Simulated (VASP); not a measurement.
# PbS (Pm-3m) in VASP: notebook

The runs below take PbS through single point, with PBE+U.

Everything below comes from runs of VASP 6.6.1. Logs are shortened: lines on timing, memory, paths and dates and some standing lists are left out, and cuts for length are marked.

## Step 1: The cell of the first run

It takes space group Pm-3m (No. 221, cubic). The conventional cell has a = 3.654 Å, b = 3.654 Å, c = 3.654 Å, α = 90.00°, β = 90.00°, γ = 90.00°. Within 4.2 Å of Pb (site symmetry m-3m) lie 8 S at 3.16 Å and 6 Pb at 3.65 Å. S (site symmetry m-3m) has 8 Pb at 3.16 Å and 6 S at 3.65 Å within 4.2 Å.

## Step 2: Single point, PBE+U, collinear spin

File INCAR:

```
SYSTEM = PbS
  PREC = Accurate
  ENCUT = 500
  EDIFF = 1E-6
  ISMEAR = 0
  SIGMA = 0.1
  LREAL = .False.
  LASPH = .True.
  NELM = 200
  ALGO = Normal
  ISIF = 2
  LWAVE = .False.
  LCHARG = .False.
  ISPIN = 2
  MAGMOM = 0 0.1
  LORBIT = 11
  LDAU = .True.
  LDAUTYPE = 2
  LDAUL = -1 1
  LDAUU = 0 2
  LDAUJ = 0 0
  LDAUPRINT = 1
  GGA = PE
  NBANDS = 21
  GGA_COMPAT = .False.
```

File KPOINTS:

```
Automatic mesh
0
Gamma
  1 1 1
  0.77 0.63 0
```

File POSCAR:

```
PbS
1.0
    3.6536590000      0.0000000000      0.0000000000
    0.0000000000      3.6536590000      0.0000000000
    0.0000000000      0.0000000000      3.6536590000
Pb S
1 1
Direct
    0.0000000000      0.0000000000      0.0000000000
    0.5000000000      0.5000000000      0.5000000000
```

Potentials or basis: VASP PAW PBE potentials, release 64 (Pb_d, S).

Run with:

```bash
> cat potpaw_PBE.64/Pb_d/POTCAR potpaw_PBE.64/S/POTCAR > POTCAR
> mpirun -np 1 vasp_std > vasp.out
```

OUTCAR:

```text
SYSTEM = PbS
   PREC = Accurate
   ENCUT = 500
   EDIFF = 1E-6
   ISMEAR = 0
   LREAL = .False.
   LASPH = .True.
   NELM = 200
   ISIF = 2
   ISPIN = 2
   LORBIT = 11
   GGA = PE

 ion  position               nearest neighbor table
   1  0.000  0.000  0.000-   2 3.16   2 3.16   2 3.16   2 3.16   2 3.16   2 3.16   2 3.16   2 3.16

   2  0.500  0.500  0.500-   1 3.16   1 3.16   1 3.16   1 3.16   1 3.16   1 3.16   1 3.16   1 3.16

  LATTYP: Found a simple cubic cell.
 ALAT       =     3.6536590000

  Lattice vectors:

 A1 = (   3.6536590000,   0.0000000000,   0.0000000000)
 A2 = (   0.0000000000,   3.6536590000,   0.0000000000)
 A3 = (   0.0000000000,   0.0000000000,   3.6536590000)

Analysis of symmetry for initial positions (statically):
=====================================================================
 Subroutine PRICEL returns:
 Original cell was already a primitive cell.

 Routine SETGRP: Setting up the symmetry group for a
 simple cubic supercell.

 Subroutine GETGRP returns: Found 48 space group operations
 (whereof 48 operations were pure point group operations)
 out of a pool of 48 trial point group operations.

The static configuration has the point symmetry O_h .

Analysis of symmetry for dynamics (positions and initial velocities):
=====================================================================
 Subroutine PRICEL returns:
 Original cell was already a primitive cell.

 Routine SETGRP: Setting up the symmetry group for a
 simple cubic supercell.

 Subroutine GETGRP returns: Found 48 space group operations
 (whereof 48 operations were pure point group operations)
 out of a pool of 48 trial point group operations.

The dynamic configuration has the point symmetry O_h .

Analysis of structural, dynamic, and magnetic symmetry:
=====================================================================
 Subroutine PRICEL returns:
 Original cell was already a primitive cell.

 Routine SETGRP: Setting up the symmetry group for a
 simple cubic supercell.

 Subroutine GETGRP returns: Found 48 space group operations
 (whereof 48 operations were pure point group operations)
 out of a pool of 48 trial point group operations.

The overall configuration has the point symmetry O_h .

 Subroutine INISYM returns: Found 48 space group operations
 (whereof 48 operations are pure point group operations),
 and found     1 'primitive' translations

----------------------------------------------------------------------------------------

                                     Primitive cell

  volume of cell :      48.7735

  direct lattice vectors                    reciprocal lattice vectors
     3.653659000  0.000000000  0.000000000     0.273698230  0.000000000  0.000000000
     0.000000000  3.653659000  0.000000000     0.000000000  0.273698230  0.000000000
     0.000000000  0.000000000  3.653659000     0.000000000  0.000000000  0.273698230

  length of vectors
     3.653659000  3.653659000  3.653659000     0.273698230  0.273698230  0.273698230

  position of ions in fractional coordinates (direct lattice)
     0.000000000  0.000000000  0.000000000
     0.500000000  0.500000000  0.500000000

  ion indices of the primitive-cell ions
   primitive index   ion index
                 1           1
                 2           2

----------------------------------------------------------------------------------------

 KPOINTS: Automatic mesh

Automatic generation of k-mesh.
 Grid dimensions read from file:
 generate k-points for:    1    1    1

 Generating k-lattice:

  Cartesian coordinates                     Fractional coordinates (reciprocal lattice)
     0.273698230  0.000000000  0.000000000     1.000000000  0.000000000  0.000000000
     0.000000000  0.273698230  0.000000000     0.000000000  1.000000000  0.000000000
     0.000000000  0.000000000  0.273698230     0.000000000  0.000000000  1.000000000

  Length of vectors
     0.273698230  0.273698230  0.273698230

  Shift w.r.t. Gamma in fractional coordinates (k-lattice)
     0.770000000  0.630000000  0.000000000

 Subroutine IBZKPT returns following result:
 ===========================================

 Found      1 irreducible k-points:

 Following reciprocal coordinates:
            Coordinates               Weight
 -0.230000 -0.370000  0.000000     24.000000
   k-points           NKPTS =      1   k-points in BZ     NKDIM =      1   number of bands    NBANDS=     21
   number of dos      NEDOS =    301   number of ions     NIONS =      2
   total plane-waves  NPLWV =  21952
   dimension x,y,z NGX =    28 NGY =   28 NGZ =   28
   dimension x,y,z NGXF=    56 NGYF=   56 NGZF=   56
   ions per type =               1   1
   NGX,Y,Z   is equivalent  to a cutoff of  12.74, 12.74, 12.74 a.u.
   NGXF,Y,Z  is equivalent  to a cutoff of  25.48, 25.48, 25.48 a.u.
 SYSTEM =  PbS
   PREC   = accura    normal or accurate (medium, high low for compatibility)
   ISTART =      0    job   : 0-new  1-cont  2-samecut
   ICHARG =      2    charge: 1-file 2-atom 10-const
   ISPIN  =      2    spin polarized calculation?
   LNONCOLLINEAR =      F non collinear calculations
   LSORBIT =      F    spin-orbit coupling
   LASPH  =      T    aspherical Exc in radial PAW
   ENCUT  =  500.0 eV  36.75 Ry    6.06 a.u.   6.66  6.66  6.66*2*pi/ulx,y,z
   NELM   =    200;   NELMIN=  2; NELMDL= -5     # of ELM steps
   EDIFF  = 0.1E-05   stopping-criterion for ELM
   LREAL  =      F    real-space projection
   EDIFFG = 0.1E-04   stopping-criterion for IOM
   NSW    =      0    number of steps for IOM
   IBRION =     -1    ionic relax: 0-MD 1-quasi-New 2-CG
   NFREE  =      0    steps in history (QN), initial steepest desc. (CG)
   ISIF   =      2    stress and relaxation
   ISYM   =      2    0-nonsym 1-usesym 2-fastsym
   POTIM  = 0.5000    time-step for ionic-motion
   TEBEG  =    0.0;   TEEND  =   0.0 temperature during run
   PSTRESS=    0.0 pullay stress
   NELECT =      20.0000    total number of electrons
   NUPDOWN=      -1.0000    fix difference up-down
   EMIN   =  10.00;   EMAX   =-10.00  energy-range for DOS
   EFERMI =   0.00;   METHOD = LEGACY
   ISMEAR =     0;   SIGMA  =   0.10  broadening in eV -4-tet -1-fermi 0-gaus
   EFERMI_NEDOS =   21; number of points for ismear=-14 and -15
   IALGO  =     38    algorithm
   IMIX   =      4    mixing-type and parameters
     AMIX     =   0.40;   BMIX     =  1.00
     AMIX_MAG =   1.60;   BMIX_MAG =  1.00
  volume/ion in A,a.u.               =      24.39       164.57
  Fermi-wavevector in a.u.,A,eV,Ry     =   1.216252  2.298383 20.126668  1.479268
  Thomas-Fermi vector in A             =   2.351612
   LORBIT       =     11    0 simple, 1 ext, 2 COOP (PROOUT), +10 PAW based schemes
 LDA+U is selected, type is set to LDAUTYPE =  2
   angular momentum for each species LDAUL =    -1    1
   U (eV)           for each species LDAUU =   0.0  2.0
   J (eV)           for each species LDAUJ =   0.0  0.0
   GGA     = PE    functional components
   LHFCALC =     F    Hartree Fock is set to
   AEXX    =    0.0000 exact exchange contribution
   IVDW    =     0    specifies the selected vdW correction
   LEPSILON=     F    determine dielectric tensor
   LRPA    =     F    only Hartree local field effects (RPA)
 spin polarized calculation
 Gauss-broadening in eV      SIGMA  =   0.10
  energy-cutoff  :      500.00
  volume of cell :       48.77
 maximum number of plane-waves:      1234
 NGX is ok and might be reduce to    28
   NGX = 13   NGY = 13   NGZ = 13

 number of electron      19.9999995 magnetization      -0.0008165

 number of electron      19.9999995 magnetization       0.0001399

 Free energy of the ion-electron system (eV)
  ---------------------------------------------------
  ext. energy  EPLUGINS =         0.00000000
  ---------------------------------------------------
  free energy    TOTEN  =        -5.93933491 eV

  energy without entropy =       -5.93933491  energy(sigma->0) =       -5.93933491

 E-fermi :   6.2881     XC(G=0): -10.1463

 val. band max:        5.7801515307   @ k =  -0.2300  -0.3700   0.0000
 cond. band min:       8.3084944068   @ k =  -0.2300  -0.3700   0.0000
 fundamental gap:      2.5283428760
 Fermi energy:         6.2881043173

 spin component 1

 k-point     1 :      -0.2300   -0.3700    0.0000
  band No.  band energies     occupation
      1     -10.7916      1.00000
      2     -10.7263      1.00000
      3     -10.6759      1.00000
      4     -10.6745      1.00000
      5     -10.6491      1.00000
      6      -5.5743      1.00000
[... 13 lines left out ...]
     20      19.9742      0.00000
     21      23.6042      0.00000
 Fermi energy:         6.2881043173

 spin component 2

 k-point     1 :      -0.2300   -0.3700    0.0000
  band No.  band energies     occupation
      1     -10.7915      1.00000
      2     -10.7263      1.00000
      3     -10.6759      1.00000
      4     -10.6745      1.00000
      5     -10.6491      1.00000
      6      -5.5743      1.00000
[... 13 lines left out ...]
     20      19.9742      0.00000
     21      23.6042      0.00000

------------------------ aborting loop because EDIFF is reached ----------------------------------------

  FORCE on cell =-STRESS in cart. coord.  units (eV):
  Direction    XX          YY          ZZ          XY          YZ          ZX
  --------------------------------------------------------------------------------------
  -------------------------------------------------------------------------------------
  Total        1.0218590      1.0218590      1.0218590      0.0000000      0.0000000     -0.0000000
  in kB       33.5673853     33.5673853     33.5673853      0.0000000      0.0000000     -0.0000000
  external PRESSURE =      33.5673853 kB  Pullay stress =       0.0000000 kB

 VOLUME and BASIS-vectors are now :
 -----------------------------------------------------------------------------
  energy-cutoff  :      500.00
  volume of cell :       48.77
      direct lattice vectors                 reciprocal lattice vectors
     3.653659000  0.000000000  0.000000000     0.273698230  0.000000000  0.000000000
     0.000000000  3.653659000  0.000000000     0.000000000  0.273698230  0.000000000
     0.000000000  0.000000000  3.653659000     0.000000000  0.000000000  0.273698230

 POSITION                                       TOTAL-FORCE (eV/Angst)
 -----------------------------------------------------------------------------------
      0.00000      0.00000      0.00000         0.000000      0.000000      0.000000
      1.82683      1.82683      1.82683         0.000000      0.000000      0.000000
 -----------------------------------------------------------------------------------
    total drift:                               -0.000000      0.000000      0.000000

  FREE ENERGIE OF THE ION-ELECTRON SYSTEM (eV)
  ---------------------------------------------------
  free  energy   TOTEN  =        -5.9393349104 eV

  energy  without entropy=       -5.9393349104  energy(sigma->0) =       -5.93933491

 total charge

# of ion       s       p       d       tot
------------------------------------------
    1        1.485   0.475   9.830  11.790
    2        1.332   2.350   0.000   3.683
--------------------------------------------------
tot          2.817   2.825   9.830  15.473

 magnetization (x)

# of ion       s       p       d       tot
------------------------------------------
    1        0.000  -0.000   0.000  -0.000
    2        0.000   0.000   0.000   0.000
--------------------------------------------------
tot          0.000   0.000   0.000   0.000
```

It took 3.9 s on 1 thread of Intel Xeon 6975P-C (Granite Rapids), shared host; peak memory 0.16 GiB.

Results:

```
Free energy                                           : -5.9393 eV
Pressure                                              : 3.4 GPa
Net moment                                            : 0.00 μB per cell
Valence electrons inside the program's atomic spheres : Pb 11.79; S 3.68
```

Caveat: the k points lie up to 1.72 Å⁻¹ apart; spin-orbit coupling is left out, which moves the levels of the heavy elements.

## Step 3: Single point, PBE+U, collinear spin, zero start

File INCAR:

```
SYSTEM = PbS
ALGO     = Normal         ! electronic algorithm
EDIFF    = 1E-6           ! SCF threshold, eV
ENCUT    = 500            ! plane-wave cutoff, eV
GGA      = PE             ! functional
GGA_COMPAT= .False.      
ISIF     = 2              ! what is computed and relaxed
ISMEAR   = -5             ! smearing method
ISPIN    = 2              ! spin polarisation
LASPH    = .True.         ! aspherical terms in the spheres
LCHARG   = .False.        ! write CHGCAR
LDAU     = .True.         ! DFT+U
LDAUJ    = 0 0          
LDAUL    = -1 1           ! shell
LDAUPRINT= 1            
LDAUTYPE = 2            
LDAUU    = 0 4.2          ! U, eV
LORBIT   = 11             ! projections on sites
LREAL    = .False.        ! projectors in reciprocal space
LWAVE    = .False.        ! write WAVECAR
MAGMOM   = 0 0            ! initial moments
NBANDS   = 21             ! bands
NELM     = 200            ! most SCF steps
PREC     = Accurate       ! precision mode
SIGMA    = 0.1            ! smearing width, eV
```

File KPOINTS:

```
k-points
0
Gamma
  2 2 2
  0 0 0
```

POSCAR is that of step 2.

Potentials or basis: VASP PAW PBE potentials, release 64 (Pb_d, S).

Run with:

```bash
> cat potpaw_PBE.64/Pb_d/POTCAR potpaw_PBE.64/S/POTCAR > POTCAR
> mpirun -np 1 vasp_std > vasp.out
```

OUTCAR:

```text
SYSTEM = PbS
   EDIFF = 1E-6
   ENCUT = 500
   GGA = PE
   ISIF = 2
   ISMEAR = -5
   ISPIN = 2
   LASPH = .True.
   LORBIT = 11
   LREAL = .False.
   NELM = 200
   PREC = Accurate

 ion  position               nearest neighbor table
   1  0.000  0.000  0.000-   2 3.16   2 3.16   2 3.16   2 3.16   2 3.16   2 3.16   2 3.16   2 3.16

   2  0.500  0.500  0.500-   1 3.16   1 3.16   1 3.16   1 3.16   1 3.16   1 3.16   1 3.16   1 3.16

  LATTYP: Found a simple cubic cell.
 ALAT       =     3.6536590000

  Lattice vectors:

 A1 = (   3.6536590000,   0.0000000000,   0.0000000000)
 A2 = (   0.0000000000,   3.6536590000,   0.0000000000)
 A3 = (   0.0000000000,   0.0000000000,   3.6536590000)

Analysis of symmetry for initial positions (statically):
=====================================================================
 Subroutine PRICEL returns:
 Original cell was already a primitive cell.

 Routine SETGRP: Setting up the symmetry group for a
 simple cubic supercell.

 Subroutine GETGRP returns: Found 48 space group operations
 (whereof 48 operations were pure point group operations)
 out of a pool of 48 trial point group operations.

[... 367 lines left out ...]

------------------------ aborting loop because EDIFF is reached ----------------------------------------

  FORCE on cell =-STRESS in cart. coord.  units (eV):
  Direction    XX          YY          ZZ          XY          YZ          ZX
  --------------------------------------------------------------------------------------
  -------------------------------------------------------------------------------------
  Total        1.8604549      1.8604549      1.8604549     -0.0000000     -0.0000000      0.0000000
  in kB       61.1147022     61.1147022     61.1147022     -0.0000000     -0.0000000      0.0000000
  external PRESSURE =      61.1147022 kB  Pullay stress =       0.0000000 kB

 VOLUME and BASIS-vectors are now :
 -----------------------------------------------------------------------------
  energy-cutoff  :      500.00
  volume of cell :       48.77
      direct lattice vectors                 reciprocal lattice vectors
     3.653659000  0.000000000  0.000000000     0.273698230  0.000000000  0.000000000
     0.000000000  3.653659000  0.000000000     0.000000000  0.273698230  0.000000000
     0.000000000  0.000000000  3.653659000     0.000000000  0.000000000  0.273698230

 POSITION                                       TOTAL-FORCE (eV/Angst)
 -----------------------------------------------------------------------------------
      0.00000      0.00000      0.00000         0.000000      0.000000      0.000000
      1.82683      1.82683      1.82683         0.000000      0.000000      0.000000
 -----------------------------------------------------------------------------------
    total drift:                               -0.000000      0.000000      0.000000

  FREE ENERGIE OF THE ION-ELECTRON SYSTEM (eV)
  ---------------------------------------------------
  free  energy   TOTEN  =        -3.9240929818 eV

  energy  without entropy=       -3.9240929818  energy(sigma->0) =       -3.92409298

 total charge

# of ion       s       p       d       tot
------------------------------------------
    1        1.436   0.473   9.846  11.756
    2        1.365   2.339   0.000   3.704
--------------------------------------------------
tot          2.802   2.812   9.846  15.460

 magnetization (x)

# of ion       s       p       d       tot
------------------------------------------
    1        0.080  -0.157   0.001  -0.077
    2       -0.045   0.248   0.000   0.203
--------------------------------------------------
tot          0.035   0.091   0.001   0.126
```

Wall time 18 s (1 thread of Intel Xeon 6975P-C (Granite Rapids), shared host); peak memory 0.17 GiB.

Results:

```
Free energy                                           : -3.9241 eV
Pressure                                              : 6.1 GPa
Band gap on the k mesh                                : zero (filled and empty bands overlap)
Net moment                                            : 0.03 μB per cell
Site moments                                          : Pb -0.08; S +0.20 μB
Valence electrons inside the program's atomic spheres : Pb 11.76; S 3.70
```

Levels at points of the mesh, in eV from the Fermi level:
Spin up:
```csv
k point,band 7,band 8,band 9,band 10,band 11,band 12,band 13,band 14
"(0.00, 0.00, 0.00)",-7.08,-1.79,-1.79,-1.79,5.22,5.22,6.23,6.23
"(0.50, 0.00, 0.00)",-9.36,-0.64,-0.64,-0.36,0.08,3.59,3.59,6.40
"(0.50, 0.50, 0.00)",-7.67,-4.66,-4.66,-0.44,4.00,4.00,5.54,6.92
"(0.50, 0.50, 0.50)",-6.42,-2.59,-2.59,-2.59,-0.74,-0.74,-0.74,13.59
```
Spin down:
```tsv
k point	band 6	band 7	band 8	band 9	band 10	band 11	band 12	band 13	band 14	band 15
(0.00, 0.00, 0.00)	-13.33	-7.11	-1.51	-1.51	-1.51	5.06	5.06	6.23	6.23	6.23
(0.50, 0.00, 0.00)	-11.86	-9.53	-0.22	-0.18	-0.18	0.02	3.39	3.39	6.45	8.52
(0.50, 0.50, 0.00)	-11.06	-7.86	-4.60	-4.60	0.06	3.99	3.99	5.32	6.90	9.02
(0.50, 0.50, 0.50)	-10.81	-6.57	-2.23	-2.23	-2.23	-1.09	-1.09	-1.09	13.62	13.62
```

Caveat: the k points lie up to 0.86 Å⁻¹ apart, too coarse for converged energies and pressures of a metal; spin-orbit coupling is left out, which moves the levels of the heavy elements; tetrahedron occupations give inexact forces and stress in metals.
